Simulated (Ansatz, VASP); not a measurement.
Te: VASP beside Ansatz

The input POSCAR:

```
Te
1.0
    4.4712577270      0.0000000000      0.0000000000
   -2.2356288635      3.8722227785      0.0000000000
    0.0000000000      0.0000000000      5.9487470213
Te
3
Direct
    0.2641920653      0.0000000000      0.3333333333
    0.0000000000      0.2641920653      0.6666666667
    0.7358079347      0.7358079347      0.0000000000
```

Contents of INCAR.step1:

```
SYSTEM = Te
  PREC = Accurate
  ENCUT = 520
  ISMEAR = 0
  SIGMA = 0.01
  LREAL = .False.
  LASPH = .True.
  NELM = 60
  NBANDS = 16
  GGA = PE
  ALGO = Normal
  EDIFF = 1E-4
  LWAVE = .True.
  LCHARG = .False.
```

INCAR.step2

```
SYSTEM = Te
  PREC = Accurate
  ENCUT = 520
  EDIFF = 1E-7
  ISMEAR = 0
  SIGMA = 0.01
  LREAL = .False.
  LASPH = .True.
  NELM = 60
  ALGO = Normal
  ISIF = 2
  LWAVE = .False.
  LCHARG = .False.
  METAGGA = R2SCAN
  LMIXTAU = .True.
  NBANDS = 16
  ISTART = 1
```

KPOINTS

```
Automatic mesh
0
Gamma
  4 4 4
  0 0 0
```

Input for Ansatz:

```yaml
crystal:
  lattice:
    - [4.471257727, 0.0, 0.0]
    - [-2.2356288635, 3.8722227785, 0.0]
    - [0.0, 0.0, 5.9487470213]
  atoms:
    - { symbol: Te, position: [0.2641920653, 0.0, 0.3333333333] }
    - { symbol: Te, position: [0.0, 0.2641920653, 0.6666666667] }
    - { symbol: Te, position: [0.7358079347, 0.7358079347, 0.0] }
kpoints:
  mp_grid: { grid: [4, 4, 4] }
hamiltonian:
  xc: r2scan
scf:
  occupations: { method: fixed }
  n_extra_bands: 4
output:
  forces: true
  stress: true
  eigenvalues: true
```

Alike in both runs: task single point; functional r2SCAN; k mesh 4 × 4 × 4; no spin polarisation.

|  | VASP | Ansatz |
| --- | --- | --- |
| version | VASP 6.6.1 | Ansatz 0.2.0 |
| potentials or method | VASP PAW PBE potentials, release 64 (Te) | plane waves |
| plane-wave cutoff (eV) | 520 | 500 |
| occupations | gaussian, width 0.01 eV | fixed |
| valence electrons in the cell | 18 | 48 |

|  | VASP | Ansatz | Ansatz less VASP |
| --- | --- | --- | --- |
| gap on the k mesh at the Fermi level (eV) | 0.82 | 0.83 | +0.009 |
| pressure (GPa) | 0.8 | 0.8 | -0.02 |
| traceless stress, the component that is largest in VASP (GPa) | -0.09 | -0.12 | -0.032 |
| rms of the force components (eV/Å) | 0.004 | 0.020 | +0.0159 |

VASP's potentials were made for PBE, not for r2SCAN. Atom by atom the forces differ by 0.016 eV/Å (rms over components). VASP's potentials hold 18 valence electrons a cell and Ansatz's 48, so a difference there can come from the potentials and not from the codes.

Spin-orbit coupling is off throughout.
